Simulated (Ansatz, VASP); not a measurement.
**SnSe: VASP beside Ansatz**

INCAR

```
SYSTEM = SnSe
PREC = Accurate
ENCUT = 520
EDIFF = 1E-6
ISMEAR = -1
SIGMA = 0.02
LREAL = .False.
LASPH = .True.
NELM = 100
ALGO = Normal
ISIF = 2
LWAVE = .False.
LCHARG = .False.
NBANDS = 17
```

KPOINTS

```
Automatic mesh
0
Gamma
  9 9 9
  0 0 0
```

POSCAR

```
SnSe
1.0
    0.0000000000      3.0100000000      3.1003000000
    3.0100000000      0.0000000000      3.1003000000
    3.0100000000      3.0100000000      0.0000000000
Sn Se
1 1
Direct
    0.0000000000      0.0000000000      0.0000000000
    0.5000000000      0.5000000000      0.5000000000
```

Input for Ansatz:

```yaml
crystal:
  lattice:
    - [0.0, 3.01, 3.1003]
    - [3.01, 0.0, 3.1003]
    - [3.01, 3.01, 0.0]
  atoms:
    - { symbol: Sn, position: [0.0, 0.0, 0.0] }
    - { symbol: Se, position: [0.5, 0.5, 0.5] }
kpoints:
  mp_grid: { grid: [9, 9, 9] }
  band_path:
    path:
      - [0.0, 0.0, 0.0]
      - [0.0, 0.5, 0.5]
      - [0.25, 0.75, 0.5]
      - [0.0, 0.5, 0.0]
      - [0.0, 0.0, 0.0]
      - [0.5, 0.5, 0.0]
      - [0.3678244886, 0.6321755114, 0.0]
      - [-0.3678244886, 0.3678244886, 0.0]
      - [0.0, 0.0, 0.0]
    npoints: 5
scf:
  occupations: { method: fermi_dirac, width: 0.02 }
hamiltonian:
  xc: lda
  pseudopotentials: { kind: all_electron, lapw: { basis_error: 0.00025 } }
output:
  forces: true
  stress: true
  eigenvalues: true
```

Change from the starting cell: zz strain of +3 %.

Alike in both runs: task single point; functional LDA; k mesh 9 × 9 × 9; occupations fermi-dirac, width 0.02 eV; no spin polarisation.

|  | VASP | Ansatz |
| --- | --- | --- |
| version | VASP 6.6.1 | Ansatz 0.2.0 |
| potentials or method | VASP PAW LDA potentials, release 64 (Sn_d, Se), cutoff 520 eV | all-electron LAPW, scalar-relativistic |

|  | VASP | Ansatz | Ansatz less VASP |
| --- | --- | --- | --- |
| pressure (GPa) | -4.3 | -4.4 | -0.07 |
| traceless stress, the component that is largest in VASP (GPa) | -1.78 | -1.76 | +0.019 |

LDA's correlation is that of Perdew and Zunger in VASP and of Perdew and Wang (1992) in Ansatz. Ansatz ran all-electron here, and VASP with PAW potentials.
